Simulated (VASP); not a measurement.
Write the native input for VASP 6.6.1 that does the following.

- Task: single point
- Functional: PBE
- Potentials or basis: VASP PAW PBE potentials, release 64 (Li_sv, Zr_sv, N)
- Cutoff: 750 eV
- k mesh: 6 × 6 × 2
- Occupations: gaussian, width 0.1 eV
- Spin: collinear spin
- Starting moments: [0.0, 1.0, 1.0, 1.0, 0.0, 0.0] μB
- Dipole correction: no
- Further INCAR settings: ALGO = Normal; EDIFF = 1e-06; NBANDS = 38

The structure of LiZr3N2 lies in POSCAR:

```
LiZr3N2
1.0
    3.0556733665      0.0000000000      0.0000000000
    0.0000000000      3.0556733665      0.0000000000
    0.0000000000      0.0000000000      8.6991257952
Li Zr N
1 3 2
Direct
    0.0000000000      0.0000000000      0.0000000000
    0.5000000000      0.5000000000      0.1916775191
    0.5000000000      0.5000000000      0.5000000000
    0.5000000000      0.5000000000      0.8083224809
    0.0000000000      0.0000000000      0.3083829393
    0.0000000000      0.0000000000      0.6916170607
```

The cell was built from a structure type or drawn by symmetry, and may not be a known phase.

These files were run (other wordings do the same):

INCAR

```
SYSTEM = LiZr3N2
PREC = Accurate
ENCUT = 750
EDIFF = 1E-6
ISMEAR = 0
SIGMA = 0.1
LREAL = .FALSE.
LASPH = .TRUE.
NELM = 200
ALGO = Normal
ISIF = 2
LWAVE = .FALSE.
LCHARG = .FALSE.
ISPIN = 2
MAGMOM = 0 1 1 1 0 0
LORBIT = 11
LMAXMIX = 4
GGA = PE
NBANDS = 38
GGA_COMPAT = .FALSE.
```

KPOINTS

```
regular mesh
0
G
  6 6 2
  0 0 0
```

Potentials or basis: VASP PAW PBE potentials, release 64 (Li_sv, Zr_sv, N).

Run with:

```bash
$ cat potpaw_PBE.64/Li_sv/POTCAR potpaw_PBE.64/Zr_sv/POTCAR potpaw_PBE.64/N/POTCAR > POTCAR
$ mpirun -np 1 vasp_std > vasp.out
```

It gave:

| Item | Value |
| --- | --- |
| Pressure | 0.1 GPa |
| Largest force | 0.048 eV/Å |
| Net moment | 0.00 μB per cell |
| Valence electrons inside the program's atomic spheres | Li 2.20; Zr 9.94; N 3.56 |

Caveat: the k points lie up to 0.36 Å⁻¹ apart.

It took 3.7 min on 1 thread of AMD EPYC 7R43 64-Core Processor (Zen 3) (shared host), peak memory 0.33 GiB.
